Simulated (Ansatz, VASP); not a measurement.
**CaS: VASP beside Ansatz**

POSCAR

```
CaS
1.0
    0.0000000000      2.9123686520      2.9123686520
    2.9123686520      0.0000000000      2.9123686520
    2.9123686520      2.9123686520      0.0000000000
Ca S
1 1
Direct
    0.0000000000      0.0000000000      0.0000000000
    0.5000000000      0.5000000000      0.5000000000
```

Contents of INCAR.step1:

```
  PREC = Accurate
  ENCUT = 550
  ISMEAR = 0
  SIGMA = 0.01
  LREAL = F
  LASPH = T
  NELM = 120
  NBANDS = 15
  GGA = PE
  ALGO = Normal
  EDIFF = 1E-5
  LWAVE = T
  LCHARG = F
  GGA_COMPAT = F
```

INCAR.step2

```
  PREC = Accurate
  ENCUT = 550
  EDIFF = 1E-6
  ISMEAR = 0
  SIGMA = 0.01
  LREAL = F
  LASPH = T
  NELM = 120
  ALGO = Normal
  ISIF = 2
  LWAVE = F
  LCHARG = F
  METAGGA = R2SCAN
  LMIXTAU = T
  NBANDS = 15
  ISTART = 1
  GGA_COMPAT = F
```

KPOINTS

```
regular mesh
0
Gamma
  5 5 5
```

Input for Ansatz:

```yaml
crystal:
  lattice:
    - [0.0, 2.9123686520377157, 2.9123686520377157]
    - [2.9123686520377157, 0.0, 2.9123686520377157]
    - [2.9123686520377157, 2.9123686520377157, 0.0]
  atoms:
    - { symbol: Ca, position: [0.0, 0.0, 0.0] }
    - { symbol: S, position: [0.5, 0.5, 0.5] }
basis:
  ecutwfc: 600.0
kpoints:
  mp_grid:
    grid: [5, 5, 5]
hamiltonian:
  xc: r2scan
scf:
  occupations:
    method: fixed
output:
  stress: true
```

Alike in both runs: task single point; functional r2SCAN; k mesh 5 × 5 × 5; no spin polarisation.

|  | VASP | Ansatz |
| --- | --- | --- |
| version | VASP 6.6.1 | Ansatz 0.2.0 |
| potentials or method | VASP PAW PBE potentials, release 64 (Ca_sv, S), cutoff 550 eV | plane waves, PAW |
| occupations | gaussian, width 0.01 eV | fixed |
| valence electrons in the cell | 16 | 16 |

|  | VASP | Ansatz | Ansatz less VASP |
| --- | --- | --- | --- |
| pressure (GPa) | -3.3 | -3.6 | -0.23 |

VASP's potentials were made for PBE, not for r2SCAN.
